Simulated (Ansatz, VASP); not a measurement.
# Cs2IBr in VASP and in Ansatz

The input INCAR:

```
  PREC = Accurate
  ENCUT = 600
  EDIFF = 1E-6
  ISMEAR = 0
  SIGMA = 0.02
  LREAL = False
  LASPH = True
  NELM = 100
  ALGO = Normal
  ISIF = 3
  LWAVE = False
  LCHARG = False
  GGA = PS
  IBRION = 2
  NSW = 100
  EDIFFG = -0.005
```

Contents of KPOINTS:

```
regular mesh
0
Gamma
  6 6 6
```

POSCAR

```
Cs2IBr
1.0
    2.6233028325      1.5145645965      8.6376566353
   -2.6233028325      1.5145645965      8.6376566353
    0.0000000000     -3.0291291930      8.6376566353
Cs I Br
2 1 1
Direct
    0.2437352826      0.2437352826      0.2437352826
    0.7562647174      0.7562647174      0.7562647174
    0.0000000000      0.0000000000      0.0000000000
    0.5000000000      0.5000000000      0.5000000000
```

Input for Ansatz:

```yaml
crystal:
  lattice:
    - [2.6233028325, 1.5145645965, 8.6376566353]
    - [-2.6233028325, 1.5145645965, 8.6376566353]
    - [0.0, -3.029129193, 8.6376566353]
  atoms:
    - { symbol: Cs, position: [0.2437352826, 0.2437352826, 0.2437352826] }
    - { symbol: Cs, position: [0.7562647174, 0.7562647174, 0.7562647174] }
    - { symbol: I, position: [0.0, 0.0, 0.0] }
    - { symbol: Br, position: [0.5, 0.5, 0.5] }
basis:
  ecutwfc: 420
kpoints:
  mp_grid: { grid: [6, 6, 6] }
hamiltonian:
  xc: pbesol
scf:
  occupations: { method: gaussian, width: 0.02 }
output:
  forces: true
  stress: true
  eigenvalues: true
relax:
  adjacent_minimum: "off"
  f_tol: 0.005
  max_steps: 80
  cell: { stress_tol: 0.05 }
```

Alike in both runs: task relaxation of cell and atoms; functional PBEsol; k mesh 6 × 6 × 6; occupations gaussian, width 0.02 eV; no spin polarisation.

|  | VASP | Ansatz |
| --- | --- | --- |
| version | VASP 6.6.1 | Ansatz 0.2.0 |
| potentials or method | VASP PAW PBE potentials, release 64 (Cs_sv, I, Br), cutoff 600 eV | scalar-relativistic, plane waves, PAW |
| valence electrons in the cell | 32 | 42 |

|  | VASP | Ansatz | Ansatz less VASP |
| --- | --- | --- | --- |
| gap on the k mesh at the Fermi level, each at its own relaxed structure (eV) | 3.91 | 3.92 | +0.012 |
| relaxed volume (Å³/atom) | 51.04 | 50.93 | -0.106 |
| relaxed length of the cell vector where the two differ most in proportion (Å) | 9.111 | 9.119 | +0.0073 |

VASP's potentials were made for PBE, not for PBEsol. VASP's potentials hold 32 valence electrons a cell and Ansatz's 42, so a difference there can come from the potentials and not from the codes.

Spin-orbit coupling is off throughout.
